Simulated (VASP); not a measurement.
Set up this calculation in VASP 6.6.1, as the native input.

```
Task                   : single point
Functional             : PBE
Dispersion             : D3(BJ)
Potentials or basis    : VASP PAW PBE potentials, release 64 (S, O)
Cutoff                 : 520 eV
k mesh                 : 4 × 4 × 4
Occupations            : gaussian, width 0.1 eV
Spin                   : collinear spin, ferromagnetic start
Starting moments       : [0.0, 0.0, 0.0, 1.0] μB
Dipole correction      : no
Further INCAR settings : ALGO = Normal; EDIFF = 1e-06; NBANDS = 24
```

The structure of S3O lies in POSCAR:

```
S3O
1.0
    3.7291296199      0.0000000000      0.0000000000
    0.0000000000      3.7291296199      0.0000000000
    0.0000000000      0.0000000000      3.7291296199
S O
3 1
Direct
    0.5000000000      0.0000000000      0.5000000000
    0.0000000000      0.5000000000      0.5000000000
    0.5000000000      0.5000000000      0.0000000000
    0.0000000000      0.0000000000      0.0000000000
```

The cell was generated, and may not be a known phase.

One way to write it, as run:

INCAR

```
SYSTEM = S3O
PREC     = Accurate       ! precision mode
ENCUT    = 520            ! plane-wave cutoff, eV
EDIFF    = 1E-6           ! SCF threshold, eV
ISMEAR   = 0              ! smearing method
SIGMA    = 0.1            ! smearing width, eV
LREAL    = .False.        ! projectors in reciprocal space
LASPH    = .True.         ! aspherical terms in the spheres
NELM     = 150            ! most SCF steps
ALGO     = Normal         ! electronic algorithm
ISIF     = 2              ! what is computed and relaxed
LWAVE    = .False.        ! write WAVECAR
LCHARG   = .False.        ! write CHGCAR
ISPIN    = 2              ! spin polarisation
MAGMOM   = 0 0 0 1        ! initial moments
LORBIT   = 11             ! projections on sites
GGA      = PE             ! functional
IVDW     = 12             ! dispersion correction
NBANDS   = 24             ! bands
```

KPOINTS

```
regular mesh
0
Gamma
  4 4 4
  0 0 0
```

Potentials or basis: VASP PAW PBE potentials, release 64 (S, O).

Run with:

```sh
$ cat potpaw_PBE.64/S/POTCAR potpaw_PBE.64/O/POTCAR > POTCAR
$ mpirun -np 1 vasp_std > vasp.out
```

It gave:

- Pressure: -0.4 GPa
- Net moment: 1.21 μB per cell
- Site moments: S +0.06; O +0.83 μB
- Valence electrons inside the program's atomic spheres: S 3.44; O 4.75
- Dispersion energy per atom: -0.331 eV

Caveat: the k points lie up to 0.42 Å⁻¹ apart.

It took 16 s on 1 thread of Oxide Virtual Turin-like Processor, on a shared host, peak memory 0.15 GiB.
